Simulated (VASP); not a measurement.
The system is Si3C.

```
CELL_PARAMETERS angstrom
2.74344 0.00000 0.00000
0.00000 2.74344 0.00000
0.00000 0.00000 7.75961
ATOMIC_POSITIONS crystal
Si 0.00000 0.00000 0.75000
Si 0.50000 0.50000 0.50000
Si 0.00000 0.00000 0.25000
C 0.50000 0.50000 0.00000
```

```yaml
Program: VASP 6.6.1
Task: relaxation of cell and atoms
Functional: PBE
Potentials_or_basis: VASP PAW PBE potentials, release 64 (Si, C)
Cutoff: 600 eV
k_mesh: 6 × 6 × 2
Occupations: gaussian, width 0.1 eV
Spin: no spin polarisation
```

At the start: pressure -10.6 GPa; volume 14.60 Å³/atom.

Problem. How do energy, volume and symmetry change on relaxing?

Solution. Over 20 steps the energy falls by 480.3 meV/atom and the volume is 11.69 Å³/atom (-19.9 %); space group P4/mmm (No. 123, to 0.05 Å).

Step by step:
```
step  energy change (eV)  largest force (eV/Å)  pressure (GPa)  volume (Å³)
   1              0.0000                1.0340          -10.64        58.40
   2             -0.6308                1.4561           -3.20        50.54
   3             -0.8013                2.3119           12.14        43.67
   4             -1.0826                2.1021           13.96        42.20
   5             -0.9601                1.8379           41.40        37.81
   6             -1.1328                1.7736           20.08        40.94
   7             -1.2230                1.4379           23.76        40.07
   8             -1.2309                0.6344           30.61        38.95
   9             -1.5998                1.7639           18.81        41.66
  10             -1.5998                1.7836           18.74        41.69
  11             -1.8727                0.4529            5.22        44.49
  12             -1.9032                0.2494            0.47        46.12
  13             -1.9037                0.1707            0.99        45.93
  14             -1.9106                0.0348            0.64        46.18
  15             -1.9138                0.2092            0.21        46.43
  16             -1.9139                0.2304            0.15        46.47
  17             -1.9164                0.1932           -0.12        46.61
  18             -1.9196                0.1025           -0.67        46.94
  19             -1.9198                0.0662           -0.83        47.05
  20             -1.9211                0.0262           -0.16        46.76
```

Final structure:
```xyz
4
Lattice="2.8386 0.0000 0.0000 0.0000 2.8386 0.0000 0.0000 0.0000 5.8033" Properties=species:S:1:pos:R:3 pbc="T T T"
Si    0.0000    0.0000    4.6275
Si    1.4193    1.4193    2.9016
Si    0.0000    0.0000    1.1758
C     1.4193    1.4193    0.0000
```

Caveat: the k points lie up to 0.54 Å⁻¹ apart in the final cell; the volume moved by over 15 % at a fixed basis, so the end points are rough.
